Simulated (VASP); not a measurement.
# SiO2 (P6_322) in VASP: a series of runs, part 2 of 2

VASP 6.6.1. The steps go on from the part before.

**6. Relaxation of shape and atoms at fixed volume, LDA (13.64 Å³/atom)**

This run uses another cell than the first one, of 13.64 Å³/atom.

The input, INCAR:

```
PREC = Accurate
ENCUT = 600
EDIFF = 1E-6
ISMEAR = 0
SIGMA = 0.02
LREAL = F
LASPH = T
NELM = 60
ALGO = Normal
ISIF = 4
LWAVE = F
LCHARG = F
GGA = CA
IBRION = 2
NSW = 50
EDIFFG = -0.01
```

The input, KPOINTS:

```
regular mesh
0
Gamma
  6 6 4
```

The input, POSCAR:

```
SiO2
1.0
    4.7364831387      0.0000000000      0.0000000000
   -2.3682415693      4.1019147227      0.0000000000
    0.0000000000      0.0000000000      8.4244753132
Si O
4 8
Direct
    0.6666666667      0.3333333333      0.9363772191
    0.6666666667      0.3333333333      0.5636227809
    0.3333333333      0.6666666667      0.0636227809
    0.3333333333      0.6666666667      0.4363772191
    0.0000000000      0.3732911515      0.0000000000
    0.3732911515      0.3732911515      0.5000000000
    0.6267088485      0.0000000000      0.5000000000
    0.6267088485      0.6267088485      0.0000000000
    0.0000000000      0.6267088485      0.5000000000
    0.6666666667      0.3333333333      0.7500000000
    0.3333333333      0.6666666667      0.2500000000
    0.3732911515      0.0000000000      0.0000000000
```

Potentials or basis: VASP PAW LDA potentials, release 64 (Si, O).

Launch:

```bash
> cat potpaw_LDA.64/Si/POTCAR potpaw_LDA.64/O/POTCAR > POTCAR
> mpirun -np 1 vasp_std > vasp.out
```

OUTCAR:

```text
PREC = Accurate
   ENCUT = 600
   EDIFF = 1E-6
   ISMEAR = 0
   LREAL = F
   LASPH = T
   NELM = 60
   ISIF = 4
   GGA = CA
   IBRION = 2
   NSW = 50
   EDIFFG = -0.01

 ion  position               nearest neighbor table
   1  0.667  0.333  0.936-  10 1.57   5 1.59  12 1.59   8 1.59   3 2.94   3 2.94   3 2.94   2 3.14

   2  0.667  0.333  0.564-  10 1.57   7 1.59   9 1.59   6 1.59   4 2.94   4 2.94   4 2.94   1 3.14

   3  0.333  0.667  0.064-  11 1.57  12 1.59   5 1.59   8 1.59   1 2.94   1 2.94   1 2.94   4 3.14

   4  0.333  0.667  0.436-  11 1.57   9 1.59   7 1.59   6 1.59   2 2.94   2 2.94   2 2.94   3 3.14

   5  0.000  0.373  0.000-   1 1.59   3 1.59
   6  0.373  0.373  0.500-   4 1.59   2 1.59
   7  0.627  0.000  0.500-   2 1.59   4 1.59
   8  0.627  0.627  0.000-   1 1.59   3 1.59
   9  0.000  0.627  0.500-   4 1.59   2 1.59
  10  0.667  0.333  0.750-   1 1.57   2 1.57
  11  0.333  0.667  0.250-   3 1.57   4 1.57
  12  0.373  0.000  0.000-   3 1.59   1 1.59

  LATTYP: Found a hexagonal cell.
 ALAT       =     4.7364831387
 C/A-ratio  =     1.7786351321

  Lattice vectors:

 A1 = (   4.7364831387,   0.0000000000,   0.0000000000)
 A2 = (  -2.3682415693,   4.1019147227,   0.0000000000)
 A3 = (   0.0000000000,   0.0000000000,   8.4244753132)

Analysis of symmetry for initial positions (statically):
=====================================================================
 Subroutine PRICEL returns:
 Original cell was already a primitive cell.

 Routine SETGRP: Setting up the symmetry group for a
 hexagonal supercell.

 Subroutine GETGRP returns: Found 12 space group operations
 (whereof  6 operations were pure point group operations)
 out of a pool of 24 trial point group operations.

The static configuration has the point symmetry D_3 .
 The point group associated with its full space group is D_6 .

Analysis of symmetry for dynamics (positions and initial velocities):
=====================================================================
 Subroutine PRICEL returns:
 Original cell was already a primitive cell.

 Routine SETGRP: Setting up the symmetry group for a
 hexagonal supercell.

 Subroutine GETGRP returns: Found 12 space group operations
 (whereof  6 operations were pure point group operations)
 out of a pool of 24 trial point group operations.

The dynamic configuration has the point symmetry D_3 .
 The point group associated with its full space group is D_6 .

 Subroutine INISYM returns: Found 12 space group operations
 (whereof  6 operations are pure point group operations),
 and found     1 'primitive' translations

----------------------------------------------------------------------------------------

                                     Primitive cell

  volume of cell :     163.6762

  direct lattice vectors                    reciprocal lattice vectors
     4.736483139  0.000000000  0.000000000     0.211127111  0.121894294  0.000000000
    -2.368241569  4.101914723  0.000000000     0.000000000  0.243788588  0.000000000
     0.000000000  0.000000000  8.424475313     0.000000000  0.000000000  0.118701754

  length of vectors
     4.736483139  4.736483139  8.424475313     0.243788588  0.243788588  0.118701754

  position of ions in fractional coordinates (direct lattice)
[... 39 lines left out ...]
     0.035187852  0.020315716  0.000000000     0.166666667 -0.000000000  0.000000000
     0.000000000  0.040631431  0.000000000     0.000000000  0.166666667  0.000000000
     0.000000000  0.000000000  0.029675439     0.000000000  0.000000000  0.250000000

  Length of vectors
     0.040631431  0.040631431  0.029675439

  Shift w.r.t. Gamma in fractional coordinates (k-lattice)
     0.000000000  0.000000000  0.000000000

 Subroutine IBZKPT returns following result:
 ===========================================

 Found     21 irreducible k-points:

 Following reciprocal coordinates:
            Coordinates               Weight
  0.000000  0.000000  0.000000      1.000000
  0.166667 -0.000000  0.000000      6.000000
  0.333333  0.000000  0.000000      6.000000
  0.500000 -0.000000  0.000000      3.000000
  0.166667  0.166667  0.000000      6.000000
  0.333333  0.166667  0.000000     12.000000
[... 13 lines left out ...]
  0.333333  0.166667  0.500000     12.000000
  0.333333  0.333333  0.500000      2.000000
   k-points           NKPTS =     21   k-points in BZ     NKDIM =     21   number of bands    NBANDS=     39
   number of dos      NEDOS =    301   number of ions     NIONS =     12
   total plane-waves  NPLWV = 112000
   dimension x,y,z NGX =    40 NGY =   40 NGZ =   70
   dimension x,y,z NGXF=    80 NGYF=   80 NGZF=  140
   ions per type =               4   8
   NGX,Y,Z   is equivalent  to a cutoff of  14.04, 14.04, 13.81 a.u.
   NGXF,Y,Z  is equivalent  to a cutoff of  28.08, 28.08, 27.63 a.u.
 SYSTEM =  unknown system
   PREC   = accura    normal or accurate (medium, high low for compatibility)
   ISTART =      0    job   : 0-new  1-cont  2-samecut
   ICHARG =      2    charge: 1-file 2-atom 10-const
   ISPIN  =      1    spin polarized calculation?
   LNONCOLLINEAR =      F non collinear calculations
   LSORBIT =      F    spin-orbit coupling
   LASPH  =      T    aspherical Exc in radial PAW
   ENCUT  =  600.0 eV  44.10 Ry    6.64 a.u.   9.46  9.46 16.83*2*pi/ulx,y,z
   NELM   =     60;   NELMIN=  2; NELMDL= -5     # of ELM steps
   EDIFF  = 0.1E-05   stopping-criterion for ELM
   LREAL  =      F    real-space projection
   EDIFFG = -.1E-01   stopping-criterion for IOM
   NSW    =     50    number of steps for IOM
   IBRION =      2    ionic relax: 0-MD 1-quasi-New 2-CG
   NFREE  =      1    steps in history (QN), initial steepest desc. (CG)
   ISIF   =      4    stress and relaxation
   ISYM   =      2    0-nonsym 1-usesym 2-fastsym
   POTIM  = 0.5000    time-step for ionic-motion
   TEBEG  =    0.0;   TEEND  =   0.0 temperature during run
   PSTRESS=    0.0 pullay stress
   NELECT =      64.0000    total number of electrons
   NUPDOWN=      -1.0000    fix difference up-down
   EMIN   =  10.00;   EMAX   =-10.00  energy-range for DOS
   EFERMI =   0.00;   METHOD = LEGACY
   ISMEAR =     0;   SIGMA  =   0.02  broadening in eV -4-tet -1-fermi 0-gaus
   EFERMI_NEDOS =   21; number of points for ismear=-14 and -15
   IALGO  =     38    algorithm
   IMIX   =      4    mixing-type and parameters
     AMIX     =   0.40;   BMIX     =  1.00
     AMIX_MAG =   1.60;   BMIX_MAG =  1.00
  volume/ion in A,a.u.               =      13.64        92.05
  Fermi-wavevector in a.u.,A,eV,Ry     =   1.197125  2.262239 19.498636  1.433109
  Thomas-Fermi vector in A             =   2.333048
   LORBIT       =      0    0 simple, 1 ext, 2 COOP (PROOUT), +10 PAW based schemes
   GGA     = CA    functional components
   LHFCALC =     F    Hartree Fock is set to
   AEXX    =    0.0000 exact exchange contribution
   IVDW    =     0    specifies the selected vdW correction
   LEPSILON=     F    determine dielectric tensor
   LRPA    =     F    only Hartree local field effects (RPA)
 conjugate gradient relaxation of ions
 non-spin polarized calculation
 Gauss-broadening in eV      SIGMA  =   0.02
  energy-cutoff  :      600.00
  volume of cell :      163.68
 maximum number of plane-waves:      5491
 NGX is ok and might be reduce to    40
   NGX = 19   NGY = 19   NGZ = 33

--------------------------------------- Ionic step        1  -------------------------------------------

 number of electron      64.0000005 magnetization

 Free energy of the ion-electron system (eV)
  ---------------------------------------------------
  ext. energy  EPLUGINS =         0.00000000
  ---------------------------------------------------
  free energy    TOTEN  =      -103.28693182 eV

  energy without entropy =     -103.28693182  energy(sigma->0) =     -103.28693182

------------------------ aborting loop because EDIFF is reached ----------------------------------------

  FORCE on cell =-STRESS in cart. coord.  units (eV):
  Direction    XX          YY          ZZ          XY          YZ          ZX
  --------------------------------------------------------------------------------------
  -------------------------------------------------------------------------------------
  Total       10.4862739     10.4862739     10.7991826      0.0000000     -0.0000000      0.0000000
  in kB      102.6470084    102.6470084    105.7099778      0.0000000     -0.0000000      0.0000000
  external PRESSURE =     103.6679982 kB  Pullay stress =       0.0000000 kB
[... 263 lines left out ...]
--------------------------------------- Ionic step        7  -------------------------------------------

 number of electron      63.9999999 magnetization

 Free energy of the ion-electron system (eV)
  ---------------------------------------------------
  ext. energy  EPLUGINS =         0.00000000
  ---------------------------------------------------
  free energy    TOTEN  =      -103.38085111 eV

  energy without entropy =     -103.38085111  energy(sigma->0) =     -103.38085111

 E-fermi :   0.4578     XC(G=0):  -9.1752

 val. band max:        0.3379700376   @ k =   0.0000   0.0000   0.2500
 cond. band min:       5.8660059002   @ k =   0.0000   0.0000   0.0000
 fundamental gap:      5.5280358626
 Fermi energy:         0.4577863418

 k-point     1 :       0.0000    0.0000    0.0000
  band No.  band energies     occupation
      1     -19.2262      2.00000
      2     -18.8209      2.00000
      3     -17.6298      2.00000
      4     -16.9512      2.00000
      5     -16.8146      2.00000
      6     -16.8146      2.00000
[... 910 lines left out ...]
  FREE ENERGIE OF THE ION-ELECTRON SYSTEM (eV)
  ---------------------------------------------------
  free  energy   TOTEN  =      -103.3808511072 eV

  energy  without entropy=     -103.3808511072  energy(sigma->0) =     -103.38085111

 reached required accuracy - stopping structural energy minimisation
```

It took 20 min on 1 thread of Oxide Virtual Turin-like, shared host; peak memory 0.29 GiB.

What came out:

| Property | Result |
| --- | --- |
| Free energy | -103.3809 eV |
| Energy gained by relaxing | 7.8 meV/atom |
| Ionic steps | 7 |
| Pressure after relaxing | 5.3 GPa |
| Largest force after relaxing | 0.009 eV/Å |
| Band gap on the k mesh | 5.53 eV (least direct gap 5.67 eV) |

Forces in eV/Å, atoms in the order of the input:
```
Si   0.000  0.000  0.000
Si   0.000  0.000  0.000
Si   0.000  0.000  0.000
Si   0.000  0.000  0.000
O    0.005 -0.008  0.000
O   -0.005 -0.008  0.000
O    0.009  0.000  0.000
O    0.005  0.008  0.000
O   -0.005  0.008  0.000
O    0.000  0.000  0.000
O    0.000  0.000  0.000
O   -0.009  0.000  0.000
```

Step by step:
```tsv
step	energy change (eV)	largest force (eV/Å)	pressure (GPa)	volume (Å³)
1	0.0000	0.5384	10.37	163.68
2	-0.0620	0.2428	8.01	163.68
3	-0.0784	0.4327	6.07	163.68
4	-0.0740	0.7214	4.62	163.68
5	-0.0897	0.1106	5.39	163.68
6	-0.0920	0.0784	5.37	163.68
7	-0.0939	0.0092	5.31	163.68
```

Final structure:
```cif
data_structure
_symmetry_space_group_name_H-M 'P 1'
_symmetry_Int_Tables_number 1
_cell_length_a 4.7115
_cell_length_b 4.7115
_cell_length_c 8.5140
_cell_angle_alpha 90.000
_cell_angle_beta 90.000
_cell_angle_gamma 120.000
_cell_volume 163.68
loop_
_atom_site_label
_atom_site_type_symbol
_atom_site_fract_x
_atom_site_fract_y
_atom_site_fract_z
_atom_site_occupancy
Si1 Si 0.66667 0.33333 0.93602 1
Si2 Si 0.66667 0.33333 0.56398 1
Si3 Si 0.33333 0.66667 0.06398 1
Si4 Si 0.33333 0.66667 0.43602 1
O1 O 0.00000 0.36165 0.00000 1
O2 O 0.36165 0.36165 0.50000 1
O3 O 0.63835 0.00000 0.50000 1
O4 O 0.63835 0.63835 0.00000 1
O5 O 0.00000 0.63835 0.50000 1
O6 O 0.66667 0.33333 0.75000 1
O7 O 0.33333 0.66667 0.25000 1
O8 O 0.36165 0.00000 0.00000 1
```

Levels at points of the mesh, in eV from the valence-band top:
| k point | band 29 | band 30 | band 31 | band 32 | band 33 | band 34 | band 35 | band 36 |
| --- | --- | --- | --- | --- | --- | --- | --- | --- |
| (0.00, 0.00, 0.00) | -0.64 | -0.64 | -0.14 | -0.14 | 5.53 | 8.09 | 8.20 | 9.52 |
| (0.50, 0.00, 0.00) | -0.95 | -0.75 | -0.70 | -0.15 | 7.95 | 8.66 | 8.71 | 8.96 |
| (0.00, 0.00, 0.50) | -0.65 | -0.65 | -0.09 | -0.09 | 6.38 | 6.38 | 9.17 | 9.17 |
| (0.50, 0.00, 0.50) | -0.77 | -0.77 | -0.48 | -0.48 | 8.36 | 8.36 | 8.82 | 8.82 |

**7. Relaxation of shape and atoms at fixed volume, LDA (14.10 Å³/atom)**

This run uses another cell than the first one, of 14.10 Å³/atom.

The input, INCAR:

```
SYSTEM = SiO2
ALGO = Normal
EDIFF = 1E-7
EDIFFG = -0.01
ENCUT = 600
GGA = CA
IBRION = 2
ISIF = 4
ISMEAR = 0
LASPH = .TRUE.
LCHARG = .FALSE.
LREAL = .FALSE.
LWAVE = .FALSE.
NELM = 100
NSW = 50
PREC = Accurate
SIGMA = 0.02
```

The input, KPOINTS:

```
k-points
0
G
  6 6 4
  0 0 0
```

The input, POSCAR:

```
SiO2
1.0
    4.8127868964      0.0000000000      0.0000000000
   -2.4063934482      4.1679957153      0.0000000000
    0.0000000000      0.0000000000      8.4376267349
Si O
4 8
Direct
    0.6666666667      0.3333333333      0.9365954812
    0.6666666667      0.3333333333      0.5634045188
    0.3333333333      0.6666666667      0.0634045188
    0.3333333333      0.6666666667      0.4365954812
    0.0000000000      0.3850871938      0.0000000000
    0.3850871938      0.3850871938      0.5000000000
    0.6149128062      0.0000000000      0.5000000000
    0.6149128062      0.6149128062      0.0000000000
    0.0000000000      0.6149128062      0.5000000000
    0.6666666667      0.3333333333      0.7500000000
    0.3333333333      0.6666666667      0.2500000000
    0.3850871938      0.0000000000      0.0000000000
```

Launch:

```bash
> cat potpaw_LDA.64/Si/POTCAR potpaw_LDA.64/O/POTCAR > POTCAR
> mpirun -np 1 vasp_std > vasp.out
```

It took 25 min on 1 thread of Oxide Virtual Turin-like, shared host; peak memory 0.29 GiB.

It converged, with:

```
Free energy                  : -103.5443 eV
Energy gained by relaxing    : 7.6 meV/atom
Ionic steps                  : 7
Pressure after relaxing      : 3.4 GPa
Largest force after relaxing : 0.004 eV/Å
Band gap on the k mesh       : 5.50 eV (least direct gap 5.62 eV)
```

Forces in eV/Å, atoms in the order of the input:
```
Si   0.000  0.000 -0.004
Si   0.000  0.000  0.004
Si   0.000  0.000  0.004
Si   0.000  0.000 -0.004
O    0.002 -0.004  0.000
O   -0.002 -0.004  0.000
O    0.004  0.000  0.000
O    0.002  0.004  0.000
O   -0.002  0.004  0.000
O    0.000  0.000  0.000
O    0.000  0.000  0.000
O   -0.004  0.000  0.000
```

The path:
| step | energy change (eV) | largest force (eV/Å) | pressure (GPa) | volume (Å³) |
| --- | --- | --- | --- | --- |
| 1 | 0.0000 | 0.4781 | 8.38 | 169.26 |
| 2 | -0.0522 | 0.2642 | 6.52 | 169.26 |
| 3 | -0.0753 | 0.4286 | 4.25 | 169.26 |
| 4 | -0.0832 | 0.4189 | 3.13 | 169.26 |
| 5 | -0.0870 | 0.1163 | 3.53 | 169.26 |
| 6 | -0.0890 | 0.0889 | 3.50 | 169.26 |
| 7 | -0.0915 | 0.0043 | 3.40 | 169.26 |

Final structure:
```
CELL_PARAMETERS angstrom
4.78737 0.00000 0.00000
-2.39369 4.14598 0.00000
0.00000 0.00000 8.52746
ATOMIC_POSITIONS crystal
Si 0.66667 0.33333 0.93627
Si 0.66667 0.33333 0.56373
Si 0.33333 0.66667 0.06373
Si 0.33333 0.66667 0.43627
O 0.00000 0.37252 0.00000
O 0.37253 0.37252 0.50000
O 0.62747 0.00000 0.50000
O 0.62747 0.62747 0.00000
O 0.00000 0.62747 0.50000
O 0.66667 0.33333 0.75000
O 0.33333 0.66667 0.25000
O 0.37253 0.00000 0.00000
```

Levels at points of the mesh, in eV from the valence-band top:
```csv
k point,band 30,band 31,band 32,band 33,band 34,band 35
"(0.00, 0.00, 0.00)",-0.70,-0.13,-0.13,5.50,7.99,8.17
"(0.50, 0.00, 0.00)",-0.75,-0.68,-0.12,7.89,8.55,8.68
"(0.00, 0.00, 0.50)",-0.67,-0.11,-0.11,6.34,6.34,9.12
"(0.50, 0.00, 0.50)",-0.76,-0.45,-0.45,8.30,8.30,8.72
```

**8. Summary**

```csv
task,potentials or basis,cell,cutoff (eV),gap on the mesh (eV),pressure (GPa),largest force (eV/Å)
single point,"VASP PAW LDA potentials, release 64 (Si, O_h)","a = 4.506, b = 4.506, c = 8.393 Å, angles 90.0, 90.0, 120.0°, 12 atoms, atomic positions A",1340,5.61,15.3,0.06
single point,"VASP PAW LDA potentials, release 64 (Si, O_h)","a = 4.360, b = 4.360, c = 8.208 Å, angles 90.0, 90.0, 120.0°, 12 atoms, atomic positions B",1340,5.62,30.4,0.06
single point,"VASP PAW LDA potentials, release 64 (Si, O)","a = 5.015, b = 5.015, c = 8.539 Å, angles 90.0, 90.0, 120.0°, 12 atoms, atomic positions C",520,5.42,0.5,0.02
relaxation of shape and atoms at fixed volume,"VASP PAW LDA potentials, release 64 (Si, O)","relaxed from a = 4.736, b = 4.736, c = 8.424 Å, angles 90.0, 90.0, 120.0°, 12 atoms, atomic positions D",600,5.53,5.3,0.01
relaxation of shape and atoms at fixed volume,"VASP PAW LDA potentials, release 64 (Si, O)","relaxed from a = 4.813, b = 4.813, c = 8.438 Å, angles 90.0, 90.0, 120.0°, 12 atoms, atomic positions E",600,5.50,3.4,-
```

Alike in all rows: level LDA; no spin polarisation; k mesh 6 × 6 × 4; smearing gaussian 0.02 eV.

Caveats: the cell stands under pressure (at least some runs).

Absolute energies hang on the potentials; compare differences alone.
